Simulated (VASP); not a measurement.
Here is a VASP 6.6.1 calculation.

Contents of INCAR:

```
  PREC = Accurate
  ENCUT = 520
  EDIFF = 1E-6
  ISMEAR = 0
  SIGMA = 0.02
  LREAL = False
  LASPH = True
  NELM = 60
  ALGO = Normal
  ISIF = 2
  LWAVE = False
  LCHARG = False
  GGA = PE
  NBANDS = 46
```

File KPOINTS:

```
Automatic mesh
0
Gamma
  8 8 4
```

File POSCAR:

```
Ga4AsP3
1.0
    3.9346743264      0.0000000000      0.0000000000
    0.0000000000      3.9346743264      0.0000000000
    0.0000000000      0.0000000000     11.1296016310
Ga P As
4 3 1
Direct
    0.5000000000      0.0000000000      0.8679635847
    0.0000000000      0.5000000000      0.6225674064
    0.5000000000      0.0000000000      0.3774325936
    0.0000000000      0.5000000000      0.1320364153
    0.0000000000      0.0000000000      0.5000000000
    0.5000000000      0.5000000000      0.2546579890
    0.5000000000      0.5000000000      0.7453420110
    0.0000000000      0.0000000000      0.0000000000
```

Potentials or basis: VASP PAW PBE potentials, release 64 (Ga_d, P, As).

Launch:

```sh
$ cat potpaw_PBE.64/Ga_d/POTCAR potpaw_PBE.64/P/POTCAR potpaw_PBE.64/As/POTCAR > POTCAR
$ mpirun -np 1 vasp_std > vasp.out
```

Q: Predict the largest force.

A: 0.016 eV/Å.

Q: Estimate the band gap on the k mesh.

A: 1.16 eV.

Q: What does it give for the pressure?

A: 0.0 GPa.

Forces on the atoms (eV/Å):
```
Ga   0.000  0.000 -0.016
Ga   0.000  0.000  0.000
Ga   0.000  0.000  0.000
Ga   0.000  0.000  0.016
P    0.000  0.000  0.000
P    0.000  0.000  0.001
P    0.000  0.000 -0.001
As   0.000  0.000  0.000
```

A k mesh can miss the band edges.
